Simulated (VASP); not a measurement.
Be5H: single point with PBE

Be5H:

```
Be H
1.0
     3.86595    0.00000    0.00000
    -1.93297    3.34801    0.00000
     0.00000    0.00000    3.50258
Be H
5 1
Direct
  0.66667 0.33333 0.50000
  0.32799 0.00000 0.00000
  0.67201 0.67201 0.00000
  0.00000 0.32799 0.00000
  0.33333 0.66667 0.50000
  0.00000 0.00000 0.50000
```

- Program: VASP 6.6.1
- Task: single point
- Functional: PBE
- Potentials or basis: VASP PAW PBE potentials, release 64 (Be, H)
- Cutoff: 520 eV
- k mesh: 12 × 12 × 10
- Occupations: gaussian, width 0.1 eV
- Spin: no spin polarisation
- Dipole correction: no
- Further INCAR settings: ALGO = Normal; EDIFF = 1e-06; NBANDS = 14

| Property | Result |
| --- | --- |
| Pressure | 0.1 GPa |
| Largest force | 0.004 eV/Å |

Forces in eV/Å, atoms in the order of the input:
```
Be   0.000  0.000  0.000
Be  -0.004  0.000  0.000
Be   0.002  0.004  0.000
Be   0.002 -0.004  0.000
Be   0.000  0.000  0.000
H    0.000  0.000  0.000
```

Levels at points of the mesh, in eV from the Fermi level:
```csv
k point,band 2,band 3,band 4,band 5,band 6,band 7,band 8,band 9,band 10,band 11
"(0.00, 0.00, 0.00)",-2.79,-1.98,-1.13,-1.13,-0.11,1.70,1.70,1.89,7.74,8.29
"(0.50, 0.00, 0.00)",-7.75,-3.91,-1.94,-0.23,1.01,2.05,3.72,5.39,5.91,8.41
"(0.00, 0.00, 0.50)",-8.07,-0.31,0.66,0.66,0.75,1.31,1.31,1.69,3.85,3.85
"(0.50, 0.00, 0.50)",-6.05,-5.30,-4.93,-2.40,-1.34,1.03,3.04,9.10,9.72,10.32
```

Wall time 37 s on 1 thread of AMD EPYC 9R14 (Zen 4), on a shared host, peak memory 0.16 GiB.
